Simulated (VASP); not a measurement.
Runs of VASP 6.6.1 on TiC. The structure is that of space group Fm-3m (No. 225), or close to it. The cells are those of the table. 

```csv
task,cell,gap on the mesh (eV),pressure (GPa)
relaxation of cell and atoms,"relaxed to 40 GPa from a = 3.054 Å, angles 60.0°, 2 atoms",none,40.1
single point,"a = 2.939 Å, angles 60.0°, 2 atoms",none,(a)
relaxation of cell and atoms,"relaxed to 30 GPa from a = 3.054 Å, angles 60.0°, 2 atoms",none,30.0
relaxation of cell and atoms,"relaxed from a = 3.054 Å, angles 60.0°, 2 atoms",none,0.0
single point,"a = 2.994 Å, angles 60.0°, 2 atoms",none,20.1
single point,"a = 3.064 Å, angles 60.0°, 2 atoms",none,0.1
relaxation of cell and atoms,"relaxed to 20 GPa from a = 3.054 Å, angles 60.0°, 2 atoms",none,19.9
single point,"a = 3.026 Å, angles 60.0°, 2 atoms",none,10.1
relaxation of cell and atoms,"relaxed to 10 GPa from a = 3.054 Å, angles 60.0°, 2 atoms",none,9.9
single point,"a = 2.965 Å, angles 60.0°, 2 atoms",none,30.0
```

Alike in all rows: level PBE; potentials or basis VASP PAW PBE potentials, release 64 (Ti_sv, C); no spin polarisation; k mesh 13 × 13 × 13; cutoff (eV) 600; smearing fermi-dirac 0.05 eV.

**Question.** Estimate the missing entries.

**Answer.** (a) 40.0.

Caveats: the cell is relaxed towards a set pressure, so the enthalpy falls and the energy may rise (some runs).

A gap of «none» marks levels without a gap at the run's occupations.
